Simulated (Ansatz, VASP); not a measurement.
# One calculation of Sn3Te, two programs

```xyz
4
Lattice="4.8330 0.0000 0.0000 0.0000 4.8330 0.0000 0.0000 0.0000 4.8330" Properties=species:S:1:pos:R:3 pbc="T T T"
Te    0.0000    0.0000    0.0000
Sn    0.0000    2.4165    2.4165
Sn    2.4165    0.0000    2.4165
Sn    2.4165    2.4165    0.0000
```

Alike in both runs: task single point; functional LDA; k mesh 6 × 6 × 6; occupations fermi-dirac, width 0.05 eV; no spin polarisation.

|  | VASP | Ansatz |
| --- | --- | --- |
| version | VASP 6.6.1 | Ansatz 0.2.0 |
| potentials or method | VASP PAW LDA potentials, release 64 (Te, Sn_d) | Ansatz PAW |
| plane-wave cutoff (eV) | 520 | 420 |
| valence electrons in the cell | 48 | 58 |

```tsv
	VASP	Ansatz	Ansatz less VASP
gap on the k mesh at the Fermi level (eV)	none	none	-
pressure (GPa)	-2.7	-2.7	+0.01
```

LDA's correlation is that of Perdew and Zunger in VASP and of Perdew and Wang (1992) in Ansatz. A gap of «none» marks a metal or a gap that the smearing closes. VASP's potentials hold 48 valence electrons a cell and Ansatz's 58, so a difference there can come from the potentials and not from the codes.

Neither program's run includes spin-orbit coupling.
